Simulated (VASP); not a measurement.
Write the native input for VASP 6.6.1 that does the following.

* Task: single point
* Functional: PBE
* Potentials or basis: VASP PAW PBE potentials, release 64 (Ag)
* Cutoff: 520 eV
* k mesh: 4 × 4 × 1
* Occupations: gaussian, width 0.1 eV
* Spin: no spin polarisation
* Dipole correction: yes
* Further INCAR settings: ALGO = Normal; EDIFF = 1e-06; NBANDS = 78

The structure of Ag lies in POSCAR:

```
Ag
1.0
    5.8650143192      0.0000000000      0.0000000000
   -2.9325071596      5.0792513940      0.0000000000
    0.0000000000      0.0000000000     20.7887641388
Ag
12
Direct
    0.3333333333      0.1666666667      0.3848232606
    0.3333333333      0.6666666667      0.3848232606
    0.8333333333      0.1666666667      0.3848232606
    0.8333333333      0.6666666667      0.3848232606
    0.6666666667      0.3333333333      0.4983032876
    0.6666666667      0.8333333333      0.4983032876
    0.1666666667      0.3333333333      0.4983032876
    0.1666666667      0.8333333333      0.4983032876
    0.0000000000      0.5000000000      0.6116853261
    0.0000000000      0.0000000000      0.6116853261
    0.5000000000      0.5000000000      0.6116853261
    0.5000000000      0.0000000000      0.6116853261
```

One way to write it, as run:

INCAR

```
SYSTEM = Ag
PREC     = Accurate       ! precision mode
ENCUT    = 520            ! plane-wave cutoff, eV
EDIFF    = 1E-6           ! SCF threshold, eV
ISMEAR   = 0              ! smearing method
SIGMA    = 0.1            ! smearing width, eV
LREAL    = .FALSE.        ! projectors in reciprocal space
LASPH    = .TRUE.         ! aspherical terms in the spheres
NELM     = 60             ! most SCF steps
ALGO     = Normal         ! electronic algorithm
ISIF     = 2              ! what is computed and relaxed
LWAVE    = .FALSE.        ! write WAVECAR
LCHARG   = .FALSE.        ! write CHGCAR
LDIPOL   = .TRUE.       
IDIPOL   = 3            
DIPOL    = 0.5 0.5 0.498
GGA      = PE             ! functional
NBANDS   = 78             ! bands
```

KPOINTS

```
regular mesh
0
G
  4 4 1
  0 0 0
```

Potentials or basis: VASP PAW PBE potentials, release 64 (Ag).

Command:

```sh
$ cat potpaw_PBE.64/Ag/POTCAR > POTCAR
$ mpirun -np 1 vasp_std > vasp.out
```

Results of the run:

The largest force is 0.015 eV/Å and the band gap on the k mesh is zero (bands 66 and 67 overlap by 0.44 eV).

Run time: 9.1 min on 1 thread of Intel(R) Xeon(R) Platinum 8559C (Emerald Rapids), on a shared host, peak memory 0.75 GiB.
